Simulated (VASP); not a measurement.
Runs of VASP 6.6.1 on CdTe. The structure is that of space group Fm-3m (No. 225), or close to it. The cells are those of the table. 

```csv
level,potentials or basis,cell,cutoff (eV),gap on the mesh (eV),pressure (GPa)
r2SCAN+D4,"VASP PAW PBE potentials, release 64 (Cd, Te)","a = 4.533 Å, angles 60.0°, 2 atoms",520,none,-6.2
revPBE,"VASP PAW PBE potentials, release 64 (Cd, Te)","a = 4.435 Å, angles 60.0°, 2 atoms",520,none,-1.3
revPBE,"VASP PAW PBE potentials, release 64 (Cd, Te)","a = 4.319 Å, angles 60.0°, 2 atoms",520,none,(a)
RPBE+D4,"VASP PAW PBE potentials, release 64 (Cd, Te)","a = 4.465 Å, angles 60.0°, 2 atoms",500,none,-5.6
LDA,"VASP PAW LDA potentials, release 64 (Cd, Te)","a = 4.251 Å, angles 60.0°, 2 atoms",520,none,-1.9
r2SCAN+D4,"VASP PAW PBE potentials, release 64 (Cd, Te)","a = 4.314 Å, angles 60.0°, 2 atoms",550,none,-0.9
LDA,"VASP PAW LDA potentials, release 64 (Cd, Te)","a = 4.185 Å, angles 60.0°, 2 atoms",500,none,0.9
r2SCAN+D4,"VASP PAW PBE potentials, release 64 (Cd, Te)","a = 4.283 Å, angles 60.0°, 2 atoms",520,none,(b)
```

Alike in all rows: task single point; no spin polarisation; k mesh 6 × 6 × 6; smearing gaussian 0.05 eV.

Estimate the missing entries.

(a) 2.1; (b) 0.3.

Caveats: spin-orbit coupling is left out, which moves the levels of the heavy elements; the PAW data sets were made with another functional, which shifts forces and pressure a little (some runs); pairwise dispersion overbinds metals, which lowers pressure and volume (some runs).

A k mesh can miss the band edges, and the runs leave out spin-orbit coupling on Cd, Te.

A gap of «none» marks levels without a gap at the run's occupations.
